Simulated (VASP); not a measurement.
Runs of VASP 6.6.1 on Os. The structure is that of space group Fm-3m (No. 225), or close to it. The cells are those of the table. This isn't the form of Os at room conditions, which is hcp.

```tsv
task	cell	cutoff (eV)	gap on the mesh (eV)	pressure (GPa)
electric field gradients	a = 2.694 Å, angles 60.0°, 1 atom	520	none	4.3
electric field gradients	a = 2.760 Å, angles 60.0°, 1 atom	520	none	(a)
single point	a = 2.694 Å, angles 60.0°, 1 atom	600	none	4.5
single point	a = 2.787 Å, angles 60.0°, 1 atom	600	none	-31.6
```

Alike in all rows: level PBEsol; potentials or basis VASP PAW PBE potentials, release 64 (Os); no spin polarisation; k mesh 14 × 14 × 14; smearing fermi-dirac 0.05 eV.

Problem. Estimate the missing entries.

Solution. (a) -23.2.

Caveats: the PAW data sets were made with another functional, which shifts forces and pressure a little; spin-orbit coupling is left out, which moves the levels of the heavy elements; the cell stands under pressure (at least some runs); the cell stands under tension (at least some runs).

A k mesh can miss the band edges, and the runs leave out spin-orbit coupling on Os.

A gap of «none» marks levels without a gap at the run's occupations.
